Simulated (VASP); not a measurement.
# GdRu3 (Pm-3m) in VASP: a series of runs

GdRu3 is run at these levels: PBE+U; tasks: single point.

Program: VASP 6.6.1. These are calculated values, not measurements. Logs are shortened: lines on timing, memory, paths and dates and some standing lists are left out, and cuts for length are marked.

### Step 1. The cell of the first run

The structure is cubic, space group Pm-3m (No. 221). Conventional cell: a = 4.068 Å, b = 4.068 Å, c = 4.068 Å, α = 90.00°, β = 90.00°, γ = 90.00°. Gd (site symmetry m-3m) has 12 Ru at 2.88 Å within 3.8 Å. Ru (site symmetry 4/mmm) has 4 Gd at 2.88 Å and 8 Ru at 2.88 Å within 3.8 Å.

### Step 2. Single point, PBE+U, collinear spin, ferromagnetic start

File INCAR:

```
SYSTEM = GdRu3
  PREC = Accurate
  ENCUT = 520
  EDIFF = 1E-6
  ISMEAR = 0
  SIGMA = 0.05
  LREAL = .FALSE.
  LASPH = .TRUE.
  NELM = 150
  ALGO = Normal
  ISIF = 2
  LWAVE = .FALSE.
  LCHARG = .TRUE.
  ISPIN = 2
  MAGMOM = 0.5 0 0 0
  LORBIT = 11
  LMAXMIX = 6
  LDAU = .TRUE.
  LDAUTYPE = 2
  LDAUL = 3 -1
  LDAUU = 6 0
  LDAUJ = 0 0
  LDAUPRINT = 1
  GGA = PE
  LELF = .TRUE.
  LVHAR = .TRUE.
  NBANDS = 42
```

File KPOINTS:

```
regular mesh
0
G
  8 8 8
  0 0 0
```

File POSCAR:

```
GdRu3
1.0
    4.0683811762      0.0000000000      0.0000000000
    0.0000000000      4.0683811762      0.0000000000
    0.0000000000      0.0000000000      4.0683811762
Gd Ru
1 3
Direct
    0.0000000000      0.0000000000      0.0000000000
    0.0000000000      0.5000000000      0.5000000000
    0.5000000000      0.5000000000      0.0000000000
    0.5000000000      0.0000000000      0.5000000000
```

Potentials or basis: VASP PAW PBE potentials, release 64 (Gd, Ru_pv).

On the command line:

```console
> cat potpaw_PBE.64/Gd/POTCAR potpaw_PBE.64/Ru_pv/POTCAR > POTCAR
> mpirun -np 1 vasp_std > vasp.out
```

OUTCAR:

```text
SYSTEM = GdRu3
   PREC = Accurate
   ENCUT = 520
   EDIFF = 1E-6
   ISMEAR = 0
   LREAL = .FALSE.
   LASPH = .TRUE.
   NELM = 150
   ISIF = 2
   ISPIN = 2
   LORBIT = 11
   GGA = PE

 ion  position               nearest neighbor table
   1  0.000  0.000  0.000-   2 2.88   3 2.88   4 2.88   2 2.88   4 2.88   2 2.88   3 2.88   2 2.88
                             3 2.88   4 2.88   4 2.88   3 2.88
   2  0.000  0.500  0.500-   1 2.88   3 2.88   4 2.88   1 2.88   3 2.88   1 2.88   4 2.88   1 2.88
                             3 2.88   4 2.88   3 2.88   4 2.88
   3  0.500  0.500  0.000-   1 2.88   2 2.88   4 2.88   2 2.88   4 2.88   1 2.88   4 2.88   4 2.88
                             1 2.88   2 2.88   2 2.88   1 2.88
   4  0.500  0.000  0.500-   1 2.88   2 2.88   3 2.88   1 2.88   3 2.88   2 2.88   3 2.88   3 2.88
                             1 2.88   2 2.88   1 2.88   2 2.88

  LATTYP: Found a simple cubic cell.
 ALAT       =     4.0683811762

  Lattice vectors:

 A1 = (   4.0683811762,   0.0000000000,   0.0000000000)
 A2 = (   0.0000000000,   4.0683811762,   0.0000000000)
 A3 = (   0.0000000000,   0.0000000000,   4.0683811762)

Analysis of symmetry for initial positions (statically):
=====================================================================
 Subroutine PRICEL returns:
 Original cell was already a primitive cell.

 Routine SETGRP: Setting up the symmetry group for a
 simple cubic supercell.

 Subroutine GETGRP returns: Found 48 space group operations
 (whereof 48 operations were pure point group operations)
 out of a pool of 48 trial point group operations.

The static configuration has the point symmetry O_h .

Analysis of symmetry for dynamics (positions and initial velocities):
=====================================================================
 Subroutine PRICEL returns:
 Original cell was already a primitive cell.

 Routine SETGRP: Setting up the symmetry group for a
 simple cubic supercell.
[... 199 lines left out ...]
  o =  0.9875  v =  0.6124  0.0000 -0.7906 -0.0000  0.0000  0.0000  0.0000  0.0000  0.0000  0.0000  0.0000  0.0000  0.0000  0.0000      0.0000  0.0000  0.0000  0.0000  0.0000  0.0000  0.0000  0.0000  0.0000  0.0000  0.0000  0.0000  0.0000  0.0000
  o =  0.9875  v =  0.0000  0.0000  0.0000  0.0000  0.0000  1.0000  0.0000  0.0000  0.0000  0.0000  0.0000  0.0000  0.0000  0.0000      0.0000  0.0000  0.0000  0.0000  0.0000  0.0000  0.0000  0.0000  0.0000  0.0000  0.0000  0.0000  0.0000  0.0000
  o =  0.9911  v =  0.0000  0.0000 -0.0000  1.0000  0.0000 -0.0000 -0.0000  0.0000  0.0000  0.0000  0.0000  0.0000  0.0000  0.0000      0.0000  0.0000  0.0000  0.0000  0.0000  0.0000  0.0000  0.0000  0.0000  0.0000  0.0000  0.0000  0.0000  0.0000
  o =  0.9911  v =  0.0000 -0.0000  0.0000  0.0000 -0.6124  0.0000  0.7906  0.0000  0.0000  0.0000  0.0000  0.0000  0.0000  0.0000      0.0000  0.0000  0.0000  0.0000  0.0000  0.0000  0.0000  0.0000  0.0000  0.0000  0.0000  0.0000  0.0000  0.0000
  o =  0.9911  v = -0.7906  0.0000 -0.6124 -0.0000  0.0000  0.0000  0.0000  0.0000  0.0000  0.0000  0.0000  0.0000  0.0000  0.0000      0.0000  0.0000  0.0000  0.0000  0.0000  0.0000  0.0000  0.0000  0.0000  0.0000  0.0000  0.0000  0.0000  0.0000
  o =  0.9926  v =  0.0000  1.0000  0.0000 -0.0000 -0.0000 -0.0000  0.0000  0.0000  0.0000  0.0000  0.0000  0.0000  0.0000  0.0000      0.0000  0.0000  0.0000  0.0000  0.0000  0.0000  0.0000  0.0000  0.0000  0.0000  0.0000  0.0000  0.0000  0.0000

 number of electron      60.0000022 magnetization       6.1256982

 Free energy of the ion-electron system (eV)
  ---------------------------------------------------
  ext. energy  EPLUGINS =         0.00000000
  ---------------------------------------------------
  free energy    TOTEN  =       -37.85325276 eV

  energy without entropy =      -37.84526071  energy(sigma->0) =      -37.84925673

 E-fermi :   8.4433     XC(G=0): -12.9421

 val. band max:        8.4417991108   @ k =   0.5000   0.5000   0.1250
 cond. band min:       8.4443652316   @ k =   0.5000   0.3750   0.3750
 fundamental gap:      0.0025661208
 Fermi energy:         8.4433067553

 spin component 1

 k-point     1 :       0.0000    0.0000    0.0000
  band No.  band energies     occupation
      1     -34.9862      1.00000
      2     -33.6418      1.00000
      3     -33.6418      1.00000
      4     -33.6418      1.00000
      5     -33.3712      1.00000
      6     -33.3712      1.00000
[... 2153 lines left out ...]
     41      13.8941      0.00000
     42      14.9409      0.00000

 [... further k-points ...]
[... 5 lines left out ...]
  --------------------------------------------------------------------------------------
  -------------------------------------------------------------------------------------
  Total        0.0369437      0.0369437      0.0369437      0.0000000      0.0000000      0.0000000
  in kB        0.8789949      0.8789949      0.8789949      0.0000000      0.0000000      0.0000000
  external PRESSURE =       0.8789949 kB  Pullay stress =       0.0000000 kB

 VOLUME and BASIS-vectors are now :
 -----------------------------------------------------------------------------
  energy-cutoff  :      520.00
  volume of cell :       67.34
      direct lattice vectors                 reciprocal lattice vectors
     4.068381176  0.000000000  0.000000000     0.245798011  0.000000000  0.000000000
     0.000000000  4.068381176  0.000000000     0.000000000  0.245798011  0.000000000
     0.000000000  0.000000000  4.068381176     0.000000000  0.000000000  0.245798011

 POSITION                                       TOTAL-FORCE (eV/Angst)
 -----------------------------------------------------------------------------------
      0.00000      0.00000      0.00000         0.000000      0.000000      0.000000
      0.00000      2.03419      2.03419         0.000000      0.000000      0.000000
      2.03419      2.03419      0.00000         0.000000      0.000000      0.000000
      2.03419      0.00000      2.03419         0.000000      0.000000      0.000000
 -----------------------------------------------------------------------------------
    total drift:                                0.000000      0.000000     -0.000000

  FREE ENERGIE OF THE ION-ELECTRON SYSTEM (eV)
  ---------------------------------------------------
  free  energy   TOTEN  =       -37.8532527584 eV

  energy  without entropy=      -37.8452607064  energy(sigma->0) =      -37.84925673

 total charge

# of ion       s       p       d       f       tot
--------------------------------------------------
    1        2.071   5.627   0.742   6.978  15.418
    2        0.375   6.166   6.019   0.000  12.560
    3        0.375   6.166   6.019   0.000  12.560
    4        0.375   6.166   6.019   0.000  12.560
--------------------------------------------------
tot          3.196  24.125  18.798   6.978  53.097

 magnetization (x)

# of ion       s       p       d       f       tot
--------------------------------------------------
    1        0.005  -0.074   0.094   6.866   6.890
    2       -0.001   0.005  -0.344   0.000  -0.340
    3       -0.001   0.005  -0.344   0.000  -0.340
    4       -0.001   0.005  -0.344   0.000  -0.340
--------------------------------------------------
tot          0.001  -0.059  -0.938   6.866   5.870
```

It took 29 min on 1 thread of Oxide Virtual Turin-like, shared host; peak memory 0.28 GiB.

Results:

```yaml
Free_energy: -37.8533 eV
Pressure: 0.1 GPa
Net_moment: 6.13 μB per cell
Site_moments: Gd +6.89; Ru -0.34 μB
Valence_electrons_inside_the_program's_atomic_spheres: Gd 15.42; Ru 12.56
```

Eigenvalues of the final occupation matrices:
| site | spin | trace | eigenvalues |
| --- | --- | --- | --- |
| site 1 f | 1 | 6.93 | 0.99 0.99 0.99 0.99 0.99 0.99 0.99 |
| site 1 f | 2 | 0.06 | 0.01 0.01 0.01 0.01 0.01 0.01 0.01 |

Caveat: spin-orbit coupling is left out, which moves the levels of the heavy elements. The state reached can hang on the start; a lower one may exist.

### Step 3. Single point, PBE+U, collinear spin, ferromagnetic start

File INCAR:

```
PREC = Accurate ; ENCUT = 520
EDIFF = 1E-6 ; ISMEAR = 0
SIGMA = 0.05 ; LREAL = F
LASPH = T ; NELM = 150
ALGO = Normal ; ISIF = 2
LWAVE = F ; LCHARG = F
ISPIN = 2 ; MAGMOM = 7.73 0 0 0
LORBIT = 11 ; LMAXMIX = 6
LDAU = T ; LDAUTYPE = 2
LDAUL = 3 -1 ; LDAUU = 6 0
LDAUJ = 0 0 ; LDAUPRINT = 1
GGA = PE ; NBANDS = 42
```

File KPOINTS:

```
regular mesh
0
Gamma
  8 8 8
```

POSCAR is that of step 2.

Potentials or basis: VASP PAW PBE potentials, release 64 (Gd, Ru_pv).

On the command line:

```console
> cat potpaw_PBE.64/Gd/POTCAR potpaw_PBE.64/Ru_pv/POTCAR > POTCAR
> mpirun -np 1 vasp_std > vasp.out
```

It took 6.9 min on 1 thread of Oxide Virtual Turin-like, shared host; peak memory 0.27 GiB.

Results (log left out):

- Free energy: -37.8533 eV
- Pressure: 0.1 GPa
- Net moment: 6.12 μB per cell
- Site moments: Gd +6.89; Ru -0.34 μB
- Valence electrons inside the program's atomic spheres: Gd 15.42; Ru 12.56

Levels at points of the mesh, in eV from the Fermi level:
Spin up:
```tsv
k point	band 31	band 32	band 33	band 34	band 35	band 36
(0.00, 0.00, 0.00)	0.78	0.78	1.69	2.07	2.07	2.07
(0.50, 0.00, 0.00)	-0.34	-0.27	0.04	0.05	0.05	1.03
(0.50, 0.50, 0.00)	-1.41	-0.56	-0.38	-0.34	-0.34	0.23
(0.50, 0.50, 0.50)	-0.49	-0.49	1.01	1.71	1.71	1.71
```
Spin down:
```
           k point  band 25  band 26  band 27  band 28  band 29  band 30
(0.00, 0.00, 0.00)     0.41     1.43     1.89     1.89     1.89     4.09
(0.50, 0.00, 0.00)    -0.49    -0.37    -0.25    -0.25     0.63     1.89
(0.50, 0.50, 0.00)    -0.79    -0.74    -0.74    -0.19    -0.05     0.06
(0.50, 0.50, 0.50)    -0.63     0.83     1.49     1.49     1.49     3.06
```

Eigenvalues of the final occupation matrices:
| site | spin | trace | eigenvalues |
| --- | --- | --- | --- |
| site 1 f | 1 | 6.93 | 0.99 0.99 0.99 0.99 0.99 0.99 0.99 |
| site 1 f | 2 | 0.06 | 0.01 0.01 0.01 0.01 0.01 0.01 0.01 |

Caveat: spin-orbit coupling is left out, which moves the levels of the heavy elements. The state reached can hang on the start; a lower one may exist.
